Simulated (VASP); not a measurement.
# Pt (Fm-3m) in VASP: a series of runs

Aim: see how the results for Pt move with the level of theory and the settings. Levels: r2SCAN, PBE. Tasks: single point.

Everything below comes from runs of VASP 6.6.1. Logs are shortened: lines on timing, memory, paths and dates and some standing lists are left out, and cuts for length are marked.

**1. The cell of the first run**

The structure is cubic, space group Fm-3m (No. 225). Conventional cell: a = 4.023 Å, b = 4.023 Å, c = 4.023 Å, α = 90.00°, β = 90.00°, γ = 90.00°. Within 3.7 Å of Pt (site symmetry m-3m) lie 12 Pt at 2.84 Å.

**2. Single point, r2SCAN**

Input file POSCAR:

```
Pt
1.0
    0.0000000000      2.0116740404      2.0116740404
    2.0116740404      0.0000000000      2.0116740404
    2.0116740404      2.0116740404      0.0000000000
Pt
1
Direct
    0.0000000000      0.0000000000      0.0000000000
```

Input file INCAR.step1:

```
PREC = Accurate
ENCUT = 520
ISMEAR = -1
SIGMA = 0.1
LREAL = F
LASPH = T
NELM = 100
NBANDS = 11
GGA = PE
ALGO = Normal
EDIFF = 1E-4
LWAVE = T
LCHARG = F
```

Input file INCAR.step2:

```
PREC = Accurate
ENCUT = 520
EDIFF = 1E-6
ISMEAR = -1
SIGMA = 0.1
LREAL = F
LASPH = T
NELM = 100
ALGO = Normal
ISIF = 2
LWAVE = F
LCHARG = F
METAGGA = R2SCAN
LMIXTAU = T
NBANDS = 11
ISTART = 1
```

Input file KPOINTS:

```
regular mesh
0
Gamma
  15 15 15
```

Potentials or basis: VASP PAW PBE potentials, release 64 (Pt).

Command:

```console
> cat potpaw_PBE.64/Pt/POTCAR > POTCAR
> cp INCAR.step1 INCAR
> mpirun -np 1 vasp_std > vasp.out
> cp INCAR.step2 INCAR
> mpirun -np 1 vasp_std > vasp.out
```

OUTCAR:

```text
PREC = Accurate
   ENCUT = 520
   EDIFF = 1E-6
   ISMEAR = -1
   LREAL = F
   LASPH = T
   NELM = 100
   ISIF = 2
   METAGGA = R2SCAN
   ISTART = 1

 ion  position               nearest neighbor table
   1  0.000  0.000  0.000-

  LATTYP: Found a face centered cubic cell.
 ALAT       =     4.0233480808

  Lattice vectors:

 A1 = (   0.0000000000,   2.0116740404,   2.0116740404)
 A2 = (   2.0116740404,   0.0000000000,   2.0116740404)
 A3 = (   2.0116740404,   2.0116740404,   0.0000000000)

Analysis of symmetry for initial positions (statically):
=====================================================================
 Subroutine PRICEL returns:
 Original cell was already a primitive cell.

 Routine SETGRP: Setting up the symmetry group for a
 face centered cubic supercell.

 Subroutine GETGRP returns: Found 48 space group operations
 (whereof 48 operations were pure point group operations)
 out of a pool of 48 trial point group operations.

The static configuration has the point symmetry O_h .

Analysis of symmetry for dynamics (positions and initial velocities):
=====================================================================
 Subroutine PRICEL returns:
 Original cell was already a primitive cell.

 Routine SETGRP: Setting up the symmetry group for a
 face centered cubic supercell.

 Subroutine GETGRP returns: Found 48 space group operations
 (whereof 48 operations were pure point group operations)
 out of a pool of 48 trial point group operations.

The dynamic configuration has the point symmetry O_h .

 Subroutine INISYM returns: Found 48 space group operations
 (whereof 48 operations are pure point group operations),
 and found     1 'primitive' translations

----------------------------------------------------------------------------------------

                                     Primitive cell

  volume of cell :      16.2818

  direct lattice vectors                    reciprocal lattice vectors
     0.000000000  2.011674040  2.011674040    -0.248549213  0.248549213  0.248549213
     2.011674040  0.000000000  2.011674040     0.248549213 -0.248549213  0.248549213
     2.011674040  2.011674040  0.000000000     0.248549213  0.248549213 -0.248549213

  length of vectors
     2.844936711  2.844936711  2.844936711     0.430499865  0.430499865  0.430499865

  position of ions in fractional coordinates (direct lattice)
     0.000000000  0.000000000  0.000000000

  ion indices of the primitive-cell ions
   primitive index   ion index
                 1           1

----------------------------------------------------------------------------------------

 KPOINTS: regular mesh

Automatic generation of k-mesh.
 Grid dimensions read from file:
 generate k-points for:   15   15   15

 Generating k-lattice:

  Cartesian coordinates                     Fractional coordinates (reciprocal lattice)
    -0.016569948  0.016569948  0.016569948     0.066666667  0.000000000  0.000000000
     0.016569948 -0.016569948  0.016569948     0.000000000  0.066666667  0.000000000
     0.016569948  0.016569948 -0.016569948     0.000000000  0.000000000  0.066666667

  Length of vectors
     0.028699991  0.028699991  0.028699991

  Shift w.r.t. Gamma in fractional coordinates (k-lattice)
     0.000000000  0.000000000  0.000000000

 Subroutine IBZKPT returns following result:
 ===========================================

 Found    120 irreducible k-points:

 Following reciprocal coordinates:
            Coordinates               Weight
  0.000000  0.000000  0.000000      1.000000
  0.066667  0.000000  0.000000      8.000000
  0.133333  0.000000  0.000000      8.000000
  0.200000  0.000000  0.000000      8.000000
  0.266667  0.000000  0.000000      8.000000
  0.333333  0.000000  0.000000      8.000000
[... 16 lines left out ...]
  0.133333  0.133333  0.000000      6.000000
  0.200000  0.133333  0.000000     24.000000
 [... further k-points ...]
   k-points           NKPTS =    120   k-points in BZ     NKDIM =    120   number of bands    NBANDS=     11
   number of dos      NEDOS =    301   number of ions     NIONS =      1
   total plane-waves  NPLWV =  13824
   dimension x,y,z NGX =    24 NGY =   24 NGZ =   24
   dimension x,y,z NGXF=    48 NGYF=   48 NGZF=   48
   ions per type =               1
   NGX,Y,Z   is equivalent  to a cutoff of  14.02, 14.02, 14.02 a.u.
   NGXF,Y,Z  is equivalent  to a cutoff of  28.05, 28.05, 28.05 a.u.
 SYSTEM =  unknown system
   PREC   = accura    normal or accurate (medium, high low for compatibility)
   ISTART =      1    job   : 0-new  1-cont  2-samecut
   ICHARG =      0    charge: 1-file 2-atom 10-const
   ISPIN  =      1    spin polarized calculation?
   LNONCOLLINEAR =      F non collinear calculations
   LSORBIT =      F    spin-orbit coupling
   LASPH  =      T    aspherical Exc in radial PAW
   ENCUT  =  520.0 eV  38.22 Ry    6.18 a.u.   5.29  5.29  5.29*2*pi/ulx,y,z
   NELM   =    100;   NELMIN=  2; NELMDL=  0     # of ELM steps
   EDIFF  = 0.1E-05   stopping-criterion for ELM
   LREAL  =      F    real-space projection
   EDIFFG = 0.1E-04   stopping-criterion for IOM
   NSW    =      0    number of steps for IOM
   IBRION =     -1    ionic relax: 0-MD 1-quasi-New 2-CG
   NFREE  =      0    steps in history (QN), initial steepest desc. (CG)
   ISIF   =      2    stress and relaxation
   ISYM   =      2    0-nonsym 1-usesym 2-fastsym
   POTIM  = 0.5000    time-step for ionic-motion
   TEBEG  =    0.0;   TEEND  =   0.0 temperature during run
   PSTRESS=    0.0 pullay stress
   NELECT =      10.0000    total number of electrons
   NUPDOWN=      -1.0000    fix difference up-down
   EMIN   =  10.00;   EMAX   =-10.00  energy-range for DOS
   EFERMI =   0.00;   METHOD = LEGACY
   ISMEAR =    -1;   SIGMA  =   0.10  broadening in eV -4-tet -1-fermi 0-gaus
   EFERMI_NEDOS =   21; number of points for ismear=-14 and -15
   IALGO  =     38    algorithm
   IMIX   =      4    mixing-type and parameters
     AMIX     =   0.40;   BMIX     =  1.00
     AMIX_MAG =   1.60;   BMIX_MAG =  1.00
  volume/ion in A,a.u.               =      16.28       109.88
  Fermi-wavevector in a.u.,A,eV,Ry     =   1.391577  2.629699 26.347496  1.936486
  Thomas-Fermi vector in A             =   2.515403
   LORBIT       =      0    0 simple, 1 ext, 2 COOP (PROOUT), +10 PAW based schemes
   METAGGA = R2SCAN    functional components
   LHFCALC =     F    Hartree Fock is set to
   AEXX    =    0.0000 exact exchange contribution
   IVDW    =     0    specifies the selected vdW correction
   LEPSILON=     F    determine dielectric tensor
   LRPA    =     F    only Hartree local field effects (RPA)
 non-spin polarized calculation
  energy-cutoff  :      520.00
  volume of cell :       16.28
 maximum number of plane-waves:       450
 NGX is ok and might be reduce to    24
   NGX = 11   NGY = 11   NGZ = 11

 number of electron       9.9999999 magnetization

 Free energy of the ion-electron system (eV)
  ---------------------------------------------------
  ext. energy  EPLUGINS =         0.00000000
  ---------------------------------------------------
  free energy    TOTEN  =       -51.48551179 eV

  energy without entropy =      -51.42864752  energy(sigma->0) =      -51.45707966

 E-fermi :   9.6190     XC(G=0): -14.0950

 val. band max:        9.6091865994   @ k =   0.4667   0.0667   0.0000
 cond. band min:       9.6532877088   @ k =   0.4667   0.1333   0.0000
 fundamental gap:      0.0441011093
 Fermi energy:         9.6190472307

 k-point     1 :       0.0000    0.0000    0.0000
  band No.  band energies     occupation
      1      -0.0244      2.00000
      2       6.1499      2.00000
      3       6.1499      2.00000
      4       6.1499      2.00000
      5       8.0498      2.00000
      6       8.0498      2.00000
      7      25.2673      0.00000
      8      29.9848      0.00000
      9      29.9848      0.00000
     10      29.9848      0.00000
     11      35.5654      0.00000

 k-point     2 :       0.0667    0.0000    0.0000
  band No.  band energies     occupation
      1       0.1485      2.00000
      2       6.0792      2.00000
      3       6.2157      2.00000
      4       6.2157      2.00000
      5       8.0163      2.00000
      6       8.0163      2.00000
      7      25.5139      0.00000
      8      29.0662      0.00000
      9      30.2294      0.00000
     10      30.2294      0.00000
     11      36.4523      0.00000

 k-point     3 :       0.1333    0.0000    0.0000
  band No.  band energies     occupation
      1       0.6449      2.00000
      2       5.9120      2.00000
      3       6.3739      2.00000
      4       6.3739      2.00000
      5       7.9629      2.00000
      6       7.9629      2.00000
      7      26.1095      0.00000
      8      27.2408      0.00000
      9      30.9217      0.00000
     10      30.9217      0.00000
     11      35.7982      0.00000

 k-point     4 :       0.2000    0.0000    0.0000
  band No.  band energies     occupation
      1       1.3801      2.00000
      2       5.7847      2.00000
      3       6.4958      2.00000
      4       6.4958      2.00000
      5       8.0325      2.00000
      6       8.0325      2.00000
      7      24.9636      0.00000
      8      26.7961      0.00000
      9      31.8937      0.00000
     10      31.8937      0.00000
     11      34.0046      0.00000
[... 239 lines left out ...]
 k-point    22 :      -0.0667    0.0667    0.0000
  band No.  band energies     occupation
      1       0.4305      2.00000
      2       5.9480      2.00000
      3       6.3081      2.00000
      4       6.3506      2.00000
      5       7.8603      2.00000
      6       8.0857      2.00000
      7      25.8926      0.00000
      8      28.2120      0.00000
      9      29.9273      0.00000
     10      30.9504      0.00000
     11      36.5260      0.00000

 k-point    23 :       0.1333    0.1333    0.0000
  band No.  band energies     occupation
      1       0.8745      2.00000
      2       5.6258      2.00000
      3       6.6041      2.00000
      4       6.6041      2.00000
      5       7.4919      2.00000
      6       8.2739      2.00000
      7      26.5420      0.00000
      8      28.4744      0.00000
      9      29.6183      0.00000
     10      29.6183      0.00000
     11      37.2350      0.00000

 k-point    24 :       0.2000    0.1333    0.0000
  band No.  band energies     occupation
      1       1.4401      2.00000
      2       5.3944      2.00000
      3       6.7522      2.00000
      4       6.8242      2.00000
      5       7.3924      2.00000
      6       8.4017      1.99999
      7      26.8425      0.00000
      8      27.3374      0.00000
      9      29.3108      0.00000
     10      30.1270      0.00000
     11      34.7198      0.00000

 [... further k-points ...]

------------------------ aborting loop because EDIFF is reached ----------------------------------------

  FORCE on cell =-STRESS in cart. coord.  units (eV):
  Direction    XX          YY          ZZ          XY          YZ          ZX
  --------------------------------------------------------------------------------------
  -------------------------------------------------------------------------------------
  Total       -1.3752385     -1.3752385     -1.3752385      0.0000000      0.0000000      0.0000000
  in kB     -135.3274145   -135.3274145   -135.3274145      0.0000000      0.0000000      0.0000000
  external PRESSURE =    -135.3274145 kB  Pullay stress =       0.0000000 kB

 VOLUME and BASIS-vectors are now :
 -----------------------------------------------------------------------------
  energy-cutoff  :      520.00
  volume of cell :       16.28
      direct lattice vectors                 reciprocal lattice vectors
     0.000000000  2.011674040  2.011674040    -0.248549213  0.248549213  0.248549213
     2.011674040  0.000000000  2.011674040     0.248549213 -0.248549213  0.248549213
     2.011674040  2.011674040  0.000000000     0.248549213  0.248549213 -0.248549213

 POSITION                                       TOTAL-FORCE (eV/Angst)
 -----------------------------------------------------------------------------------
      0.00000      0.00000      0.00000         0.000000     -0.000000     -0.000000
 -----------------------------------------------------------------------------------
    total drift:                               -0.000000      0.000000     -0.000000

  FREE ENERGIE OF THE ION-ELECTRON SYSTEM (eV)
  ---------------------------------------------------
  free  energy   TOTEN  =       -51.4855117949 eV

  energy  without entropy=      -51.4286475215  energy(sigma->0) =      -51.45707966
```

Run time: 66 s. Hardware: 1 thread of Intel Xeon 8259CL, shared host; peak memory 0.16 GiB.

What came out:

* Free energy: -51.4855 eV
* Pressure: -13.5 GPa
* Band gap on the k mesh: zero (bands 5 and 6 overlap by 2.04 eV)

Caveat: the cell stands under tension; the PAW data sets were made with another functional, which shifts forces and pressure a little; spin-orbit coupling is left out, which moves the levels of the heavy elements.

**3. Single point, PBE**

This run uses another cell than the first one, of 14.72 Å³/atom.

Input file INCAR:

```
PREC = Accurate ; ENCUT = 520
EDIFF = 1E-7 ; ISMEAR = -1
SIGMA = 0.06122561905347299 ; LREAL = False
LASPH = True ; NELM = 80
ALGO = Normal ; ISIF = 2
LWAVE = False ; LCHARG = True
GGA = PE ; LELF = True
LVHAR = True ; NBANDS = 11
```

Input file KPOINTS:

```
Automatic mesh
0
Gamma
  24 24 24
```

Input file POSCAR:

```
Pt
1.0
    0.0000000000      1.9450127372      1.9450127372
    1.9450127372      0.0000000000      1.9450127372
    1.9450127372      1.9450127372      0.0000000000
Pt
1
Direct
    0.0000000000      0.0000000000      0.0000000000
```

Potentials or basis: VASP PAW PBE potentials, release 64 (Pt).

Command:

```console
> cat potpaw_PBE.64/Pt/POTCAR > POTCAR
> mpirun -np 1 vasp_std > vasp.out
```

Run time: 44 s. Hardware: 1 thread of Intel Xeon 8259CL, shared host; peak memory 0.18 GiB.

It converged, with:

| Quantity | Value |
| --- | --- |
| Free energy | -6.0635 eV |
| Pressure | 17.4 GPa |
| Band gap on the k mesh | zero (bands 5 and 6 overlap by 2.33 eV) |

Levels at points of the mesh, in eV from the Fermi level:
| k point | band 3 | band 4 | band 5 | band 6 | band 7 | band 8 |
| --- | --- | --- | --- | --- | --- | --- |
| (0.00, 0.00, 0.00) | -3.94 | -3.94 | -1.69 | -1.69 | 14.57 | 19.68 |
| (0.50, 0.00, 0.00) | -4.01 | -0.57 | 0.05 | 0.05 | 6.04 | 14.14 |
| (0.50, 0.50, 0.00) | 0.01 | 0.52 | 0.52 | 1.74 | 9.16 | 11.48 |

Caveat: the cell stands under pressure; spin-orbit coupling is left out, which moves the levels of the heavy elements.
